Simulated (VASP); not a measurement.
# Ru (P6_3/mmc) in VASP: single point with r2SCAN

Aim: the single point of Ru with r2SCAN.

Program: VASP 6.6.1. These are calculated values, not measurements. Logs are shortened: lines on timing, memory, paths and dates and some standing lists are left out, and cuts for length are marked.

## 1. The cell of the first run

It takes space group P6_3/mmc (No. 194, hexagonal). Conventional cell: a = 2.700 Å, b = 2.700 Å, c = 4.273 Å, α = 90.00°, β = 90.00°, γ = 120.00°. Ru (site symmetry -6m2) has 12 Ru at 2.64 to 2.70 Å within 3.5 Å.

## 2. Single point, r2SCAN

POSCAR

```
Ru
1.0
    2.7001979971      0.0000000000      0.0000000000
   -1.3500989986      2.3384400608      0.0000000000
    0.0000000000      0.0000000000      4.2730348872
Ru
2
Direct
    0.3333333333      0.6666666667      0.2500000000
    0.6666666667      0.3333333333      0.7500000000
```

INCAR.step1

```
ALGO = Normal ; EDIFF = 1E-5
ENCUT = 620 ; GGA = PE
GGA_COMPAT = False ; ISMEAR = -1
LASPH = True ; LCHARG = False
LREAL = False ; LWAVE = True
NBANDS = 23 ; NELM = 120
PREC = Accurate ; SIGMA = 0.02
```

INCAR.step2

```
ALGO = Normal ; EDIFF = 1E-6
ENCUT = 620 ; GGA_COMPAT = False
ISIF = 2 ; ISMEAR = -1
ISTART = 1 ; LASPH = True
LCHARG = False ; LMIXTAU = True
LREAL = False ; LWAVE = False
METAGGA = R2SCAN ; NBANDS = 23
NELM = 120 ; PREC = Accurate
SIGMA = 0.02
```

KPOINTS

```
k-points
0
Gamma
  20 20 11
```

Potentials or basis: VASP PAW PBE potentials, release 64 (Ru_sv).

Command:

```bash
> cat potpaw_PBE.64/Ru_sv/POTCAR > POTCAR
> cp INCAR.step1 INCAR
> mpirun -np 1 vasp_std > vasp.out
> cp INCAR.step2 INCAR
> mpirun -np 1 vasp_std > vasp.out
```

OUTCAR:

```text
EDIFF = 1E-6
   ENCUT = 620
   ISIF = 2
   ISMEAR = -1
   ISTART = 1
   LASPH = True
   LREAL = False
   METAGGA = R2SCAN
   NELM = 120
   PREC = Accurate

 ion  position               nearest neighbor table
   1  0.333  0.667  0.250-   2 2.64   2 2.64   2 2.64   2 2.64   2 2.64   2 2.64
   2  0.667  0.333  0.750-   1 2.64   1 2.64   1 2.64   1 2.64   1 2.64   1 2.64

  LATTYP: Found a hexagonal cell.
 ALAT       =     2.7001979971
 C/A-ratio  =     1.5824894662

  Lattice vectors:

 A1 = (   2.7001979971,   0.0000000000,   0.0000000000)
 A2 = (  -1.3500989986,   2.3384400608,   0.0000000000)
 A3 = (   0.0000000000,   0.0000000000,   4.2730348872)

Analysis of symmetry for initial positions (statically):
=====================================================================
 Subroutine PRICEL returns:
 Original cell was already a primitive cell.

 Routine SETGRP: Setting up the symmetry group for a
 hexagonal supercell.

 Subroutine GETGRP returns: Found 24 space group operations
 (whereof 12 operations were pure point group operations)
 out of a pool of 24 trial point group operations.

The static configuration has the point symmetry D_3d.
 The point group associated with its full space group is D_6h.

Analysis of symmetry for dynamics (positions and initial velocities):
=====================================================================
 Subroutine PRICEL returns:
 Original cell was already a primitive cell.

 Routine SETGRP: Setting up the symmetry group for a
 hexagonal supercell.

 Subroutine GETGRP returns: Found 24 space group operations
 (whereof 12 operations were pure point group operations)
 out of a pool of 24 trial point group operations.

The dynamic configuration has the point symmetry D_3d.
 The point group associated with its full space group is D_6h.

 Subroutine INISYM returns: Found 24 space group operations
 (whereof 12 operations are pure point group operations),
 and found     1 'primitive' translations

----------------------------------------------------------------------------------------

                                     Primitive cell

  volume of cell :      26.9810

  direct lattice vectors                    reciprocal lattice vectors
     2.700197997  0.000000000  0.000000000     0.370343212  0.213817753  0.000000000
    -1.350098999  2.338440061  0.000000000     0.000000000  0.427635507  0.000000000
     0.000000000  0.000000000  4.273034887     0.000000000  0.000000000  0.234025705

  length of vectors
     2.700197997  2.700197997  4.273034887     0.427635507  0.427635507  0.234025705

  position of ions in fractional coordinates (direct lattice)
     0.333333333  0.666666667  0.250000000
     0.666666667  0.333333333  0.750000000

  ion indices of the primitive-cell ions
   primitive index   ion index
                 1           1
                 2           2

----------------------------------------------------------------------------------------

 KPOINTS: k-points

Automatic generation of k-mesh.
 Grid dimensions read from file:
 generate k-points for:   20   20   11

 Generating k-lattice:

  Cartesian coordinates                     Fractional coordinates (reciprocal lattice)
     0.018517161  0.010690888  0.000000000     0.050000000  0.000000000  0.000000000
     0.000000000  0.021381775  0.000000000     0.000000000  0.050000000  0.000000000
     0.000000000  0.000000000  0.021275064     0.000000000  0.000000000  0.090909091

  Length of vectors
     0.021381775  0.021381775  0.021275064

  Shift w.r.t. Gamma in fractional coordinates (k-lattice)
     0.000000000  0.000000000  0.000000000

 Subroutine IBZKPT returns following result:
 ===========================================

 Found    264 irreducible k-points:

 Following reciprocal coordinates:
            Coordinates               Weight
  0.000000  0.000000  0.000000      1.000000
  0.050000  0.000000  0.000000      6.000000
  0.100000  0.000000  0.000000      6.000000
  0.150000 -0.000000  0.000000      6.000000
  0.200000  0.000000  0.000000      6.000000
  0.250000  0.000000  0.000000      6.000000
[... 16 lines left out ...]
  0.200000  0.100000  0.000000     12.000000
  0.250000  0.100000  0.000000     12.000000
 [... further k-points ...]
   k-points           NKPTS =    264   k-points in BZ     NKDIM =    264   number of bands    NBANDS=     23
   number of dos      NEDOS =    301   number of ions     NIONS =      2
   total plane-waves  NPLWV =  20736
   dimension x,y,z NGX =    24 NGY =   24 NGZ =   36
   dimension x,y,z NGXF=    48 NGYF=   48 NGZF=   72
   ions per type =               2
   NGX,Y,Z   is equivalent  to a cutoff of  14.78, 14.78, 14.01 a.u.
   NGXF,Y,Z  is equivalent  to a cutoff of  29.55, 29.55, 28.01 a.u.
 SYSTEM =  unknown system
   PREC   = accura    normal or accurate (medium, high low for compatibility)
   ISTART =      1    job   : 0-new  1-cont  2-samecut
   ICHARG =      0    charge: 1-file 2-atom 10-const
   ISPIN  =      1    spin polarized calculation?
   LNONCOLLINEAR =      F non collinear calculations
   LSORBIT =      F    spin-orbit coupling
   LASPH  =      T    aspherical Exc in radial PAW
   ENCUT  =  620.0 eV  45.57 Ry    6.75 a.u.   5.48  5.48  8.68*2*pi/ulx,y,z
   NELM   =    120;   NELMIN=  2; NELMDL=  0     # of ELM steps
   EDIFF  = 0.1E-05   stopping-criterion for ELM
   LREAL  =      F    real-space projection
   EDIFFG = 0.1E-04   stopping-criterion for IOM
   NSW    =      0    number of steps for IOM
   IBRION =     -1    ionic relax: 0-MD 1-quasi-New 2-CG
   NFREE  =      0    steps in history (QN), initial steepest desc. (CG)
   ISIF   =      2    stress and relaxation
   ISYM   =      2    0-nonsym 1-usesym 2-fastsym
   POTIM  = 0.5000    time-step for ionic-motion
   TEBEG  =    0.0;   TEEND  =   0.0 temperature during run
   PSTRESS=    0.0 pullay stress
   NELECT =      32.0000    total number of electrons
   NUPDOWN=      -1.0000    fix difference up-down
   EMIN   =  10.00;   EMAX   =-10.00  energy-range for DOS
   EFERMI =   0.00;   METHOD = LEGACY
   ISMEAR =    -1;   SIGMA  =   0.02  broadening in eV -4-tet -1-fermi 0-gaus
   EFERMI_NEDOS =   21; number of points for ismear=-14 and -15
   IALGO  =     38    algorithm
   IMIX   =      4    mixing-type and parameters
     AMIX     =   0.40;   BMIX     =  1.00
     AMIX_MAG =   1.60;   BMIX_MAG =  1.00
  volume/ion in A,a.u.               =      13.49        91.04
  Fermi-wavevector in a.u.,A,eV,Ry     =   1.732894  3.274695 40.857241  3.002922
  Thomas-Fermi vector in A             =   2.806984
   LORBIT       =      0    0 simple, 1 ext, 2 COOP (PROOUT), +10 PAW based schemes
   METAGGA = R2SCAN    functional components
   LHFCALC =     F    Hartree Fock is set to
   AEXX    =    0.0000 exact exchange contribution
   IVDW    =     0    specifies the selected vdW correction
   LEPSILON=     F    determine dielectric tensor
   LRPA    =     F    only Hartree local field effects (RPA)
 non-spin polarized calculation
  energy-cutoff  :      620.00
  volume of cell :       26.98
 maximum number of plane-waves:       973
 NGX is ok and might be reduce to    24
   NGX = 11   NGY = 11   NGZ = 17

 number of electron      31.9999998 magnetization

 Free energy of the ion-electron system (eV)
  ---------------------------------------------------
  ext. energy  EPLUGINS =         0.00000000
  ---------------------------------------------------
  free energy    TOTEN  =       -50.94253734 eV

  energy without entropy =      -50.94051705  energy(sigma->0) =      -50.94152719

 E-fermi :  15.2044     XC(G=0): -15.5856

 val. band max:       15.1985308329   @ k =   0.1000   0.0000   0.3636
 cond. band min:      15.2068423310   @ k =   0.3000   0.1000   0.1818
 fundamental gap:      0.0083114981
 Fermi energy:        15.2043956937

 k-point     1 :       0.0000    0.0000    0.0000
  band No.  band energies     occupation
      1     -60.1820      2.00000
      2     -59.9508      2.00000
      3     -29.9319      2.00000
      4     -28.9153      2.00000
      5     -28.9153      2.00000
      6     -28.7295      2.00000
[... 15 lines left out ...]
     22      30.7282      0.00000
     23      33.3631      0.00000

 k-point     2 :       0.0500    0.0000    0.0000
  band No.  band energies     occupation
      1     -60.1779      2.00000
      2     -59.9492      2.00000
      3     -29.9225      2.00000
      4     -28.9355      2.00000
      5     -28.9222      2.00000
      6     -28.7505      2.00000
[... 15 lines left out ...]
     22      30.8983      0.00000
     23      33.4766      0.00000

 k-point     3 :       0.1000    0.0000    0.0000
  band No.  band energies     occupation
      1     -60.1658      2.00000
      2     -59.9445      2.00000
      3     -29.8947      2.00000
      4     -28.9939      2.00000
      5     -28.9416      2.00000
      6     -28.8109      2.00000
[... 15 lines left out ...]
     22      31.3489      0.00000
     23      33.7843      0.00000

 k-point     4 :       0.1500   -0.0000    0.0000
  band No.  band energies     occupation
      1     -60.1466      2.00000
      2     -59.9375      2.00000
      3     -29.8499      2.00000
      4     -29.0848      2.00000
      5     -28.9712      2.00000
      6     -28.9035      2.00000
[... 15 lines left out ...]
     22      31.8000      0.00000
     23      34.1061      0.00000

 k-point     5 :       0.2000    0.0000    0.0000
  band No.  band energies     occupation
      1     -60.1218      2.00000
      2     -59.9292      2.00000
      3     -29.7903      2.00000
      4     -29.1996      2.00000
      5     -29.0181      2.00000
      6     -29.0076      2.00000
[... 434 lines left out ...]
 k-point    22 :       0.1500    0.1000    0.0000
  band No.  band energies     occupation
      1     -60.1118      2.00000
      2     -59.9261      2.00000
      3     -29.7656      2.00000
      4     -29.2123      2.00000
      5     -29.1277      2.00000
      6     -28.9671      2.00000
[... 15 lines left out ...]
     22      31.5219      0.00000
     23      32.7391      0.00000

 k-point    23 :       0.2000    0.1000    0.0000
  band No.  band energies     occupation
      1     -60.0843      2.00000
      2     -59.9185      2.00000
      3     -29.6958      2.00000
      4     -29.3266      2.00000
      5     -29.2205      2.00000
      6     -29.0277      2.00000
[... 15 lines left out ...]
     22      30.0648      0.00000
     23      31.6982      0.00000

 k-point    24 :       0.2500    0.1000    0.0000
  band No.  band energies     occupation
      1     -60.0554      2.00000
      2     -59.9123      2.00000
      3     -29.6183      2.00000
      4     -29.4456      2.00000
      5     -29.3091      2.00000
      6     -29.0866      2.00000
[... 15 lines left out ...]
     22      28.3186      0.00000
     23      30.6252      0.00000

 [... further k-points ...]

------------------------ aborting loop because EDIFF is reached ----------------------------------------

  FORCE on cell =-STRESS in cart. coord.  units (eV):
  Direction    XX          YY          ZZ          XY          YZ          ZX
  --------------------------------------------------------------------------------------
  -------------------------------------------------------------------------------------
  Total        0.1555075      0.1555075     -0.2747290     -0.0000000      0.0000000      0.0000000
  in kB        9.2342936      9.2342936    -16.3138631     -0.0000000      0.0000000      0.0000000
  external PRESSURE =       0.7182413 kB  Pullay stress =       0.0000000 kB

 VOLUME and BASIS-vectors are now :
 -----------------------------------------------------------------------------
  energy-cutoff  :      620.00
  volume of cell :       26.98
      direct lattice vectors                 reciprocal lattice vectors
     2.700197997  0.000000000  0.000000000     0.370343212  0.213817753  0.000000000
    -1.350098999  2.338440061  0.000000000     0.000000000  0.427635507  0.000000000
     0.000000000  0.000000000  4.273034887     0.000000000  0.000000000  0.234025705

 POSITION                                       TOTAL-FORCE (eV/Angst)
 -----------------------------------------------------------------------------------
     -0.00000      1.55896      1.06826         0.000000      0.000000      0.000000
      1.35010      0.77948      3.20478        -0.000000     -0.000000      0.000000
 -----------------------------------------------------------------------------------
    total drift:                                0.000000     -0.000000      0.000000

  FREE ENERGIE OF THE ION-ELECTRON SYSTEM (eV)
  ---------------------------------------------------
  free  energy   TOTEN  =       -50.9425373370 eV

  energy  without entropy=      -50.9405170473  energy(sigma->0) =      -50.94152719
```

It took 6.7 min on 1 thread of Intel Xeon Platinum 8375C at 2.90GHz (Ice Lake), shared host; peak memory 0.28 GiB.

What came out:

```yaml
Free_energy: -50.9425 eV
Pressure: 0.1 GPa
Band_gap_on_the_k_mesh: zero (bands 16 and 17 overlap by 3.41 eV)
```

Caveat: the PAW data sets were made with another functional, which shifts forces and pressure a little.
